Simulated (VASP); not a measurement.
Cd, 1 atom in the cell. It takes space group Pm-3m (No. 221, cubic). Conventional cell: a = 2.994 Å, b = 2.994 Å, c = 2.994 Å, α = 90.00°, β = 90.00°, γ = 90.00°. Within 3.9 Å of Cd (site symmetry m-3m) lie 6 Cd at 2.99 Å. 

| Item | Value |
| --- | --- |
| Program | VASP 6.6.1 |
| Task | single point |
| Functional | PBE |
| Potentials or basis | VASP PAW PBE potentials, release 64 (Cd) |
| Cutoff | 520 eV |
| k mesh | 11 × 11 × 11 |
| Occupations | fermi-dirac, width 0.1 eV |
| Spin | no spin polarisation |
| Dipole correction | no |
| Further INCAR settings | ALGO = Normal; EDIFF = 1e-07; NBANDS = 12 |

Potentials or basis: VASP PAW PBE potentials, release 64 (Cd).

The run is started by

```bash
$ cat potpaw_PBE.64/Cd/POTCAR > POTCAR
$ mpirun -np 1 vasp_std > vasp.out
```

Hardware: 1 thread of AMD EPYC 9R45 96-Core Processor (Zen 5), with other jobs on the host.

Task: Estimate the wall time of this run.

Result: Wall time 7 s on 1 thread of AMD EPYC 9R45 96-Core Processor (Zen 5), with other jobs on the host, peak memory 0.11 GiB. Counts: scf iterations 12, k points 56.
